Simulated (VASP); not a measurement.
Input of a VASP 6.6.1 run:

The input INCAR:

```
SYSTEM = KCl
  PREC = Accurate
  ENCUT = 520
  EDIFF = 1E-8
  ISMEAR = -1
  SIGMA = 0.03
  LREAL = .False.
  LASPH = .True.
  NELM = 100
  ALGO = Normal
  ISIF = 2
  LWAVE = .False.
  LCHARG = .False.
  GGA = PE
  LEFG = .True.
  NBANDS = 15
```

File KPOINTS:

```
regular mesh
0
Gamma
  7 7 7
  0 0 0
```

File POSCAR:

```
KCl
1.0
    0.0946830000      3.2034415000      3.2034415000
    3.2034415000      0.0946830000      3.2034415000
    3.2034415000      3.2034415000      0.0946830000
K Cl
1 1
Direct
    0.0000000000      0.0000000000      0.0000000000
    0.5000000000      0.5000000000      0.5000000000
```

Potentials or basis: VASP PAW PBE potentials, release 64 (K_sv, Cl).

The run is started by

```console
$ cat potpaw_PBE.64/K_sv/POTCAR potpaw_PBE.64/Cl/POTCAR > POTCAR
$ mpirun -np 1 vasp_std > vasp.out
```

Problem. What does it give for the pressure?

Solution. 0.6 GPa.

Problem. Estimate the band gap on the k mesh.

Solution. 5.12 eV, direct.

Stress tensor (GPa, compression positive):
```
 0.59 -0.21 -0.21
-0.21  0.59 -0.21
-0.21 -0.21  0.59
```

Caveat: the cell differs from its parent crystal (equal xy, yz and zx shear strains of +3 %); without QUAD_EFG the Cq values of the log hold for a quadrupole moment of 1 mb, not for the nuclei. A k mesh can miss the band edges.
